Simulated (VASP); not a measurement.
Runs of VASP 6.6.1 on TaHg. The structure is that of space group P-3m1 (No. 164), or close to it. The cells are those of the table. 

| task | cell | k mesh | gap on the mesh (eV) | pressure (GPa) | largest force (eV/Å) |
| --- | --- | --- | --- | --- | --- |
| single point | a = 3.193, b = 3.193, c = 9.499 Å, angles 90.0, 90.0, 120.0°, 4 atoms | 6 × 6 × 2 | none | 0.3 | 0.03 |
| relaxation of cell and atoms | relaxed from a = 3.324, b = 3.324, c = 9.773 Å, angles 90.0, 90.0, 120.0°, 4 atoms | 6 × 6 × 2 | none | -0.1 | 0.03 |
| single point | a = 3.324, b = 3.324, c = 9.773 Å, angles 90.0, 90.0, 120.0°, 4 atoms | 6 × 6 × 2 | none | -13.7 | (a) |
| single point | a = 3.197, b = 3.197, c = 9.454 Å, angles 90.0, 90.0, 120.0°, 4 atoms | 18 × 18 × 6 | none | 0.3 | 0.04 |

Alike in all rows: level PBE; potentials or basis VASP PAW PBE potentials, release 64 (Ta_pv, Hg); no spin polarisation; cutoff (eV) 500; smearing gaussian 0.1 eV.

Task: Estimate the missing entries.

Result: (a) 1.10.

Caveats: some runs use coarse meshes; spin-orbit coupling is left out, which moves the levels of the heavy elements; forces of over 1 eV/Å act on the atoms, so gaps and moduli don't describe the material at rest (some runs).

A k mesh can miss the band edges, and the runs leave out spin-orbit coupling on Hg, Ta.

A gap of «none» marks levels without a gap at the run's occupations.
